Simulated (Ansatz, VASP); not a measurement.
**GeAs5: VASP beside Ansatz**

```xyz
6
Lattice="5.3436 0.0000 0.0000 0.0000 5.3436 0.0000 0.0000 0.0000 4.8377" Properties=species:S:1:pos:R:3 pbc="T T T"
Ge    0.0000    0.0000    2.4189
As    0.0000    2.6718    2.4189
As    2.6718    0.0000    2.4189
As    2.6718    2.6718    2.4189
As    2.6718    2.6718    0.0000
As    0.0000    0.0000    0.0000
```

Alike in both runs: functional PBE; k mesh 4 × 4 × 2; occupations gaussian, width 0.1 eV; no spin polarisation.

Ansatz relaxed the structure, and its values are those at the end. VASP's run is a single point on that final structure, the one shown.

|  | VASP | Ansatz |
| --- | --- | --- |
| version | VASP 6.6.1 | Ansatz 0.2.0 |
| potentials or method | VASP PAW PBE potentials, release 64 (Ge_d, As), cutoff 520 eV | scalar-relativistic, plane waves, PAW |
| valence electrons in the cell | 39 | 89 |

|  | VASP | Ansatz | Ansatz less VASP |
| --- | --- | --- | --- |
| gap on the k mesh at the Fermi level (eV) | none | none | - |
| pressure (GPa) | 0.2 | 0.1 | -0.14 |

A gap of «none» marks a metal or a gap that the smearing closes. VASP's potentials hold 39 valence electrons a cell and Ansatz's 89, so a difference there can come from the potentials and not from the codes.

The k mesh is coarse, so the values compare programs but aren't converged.
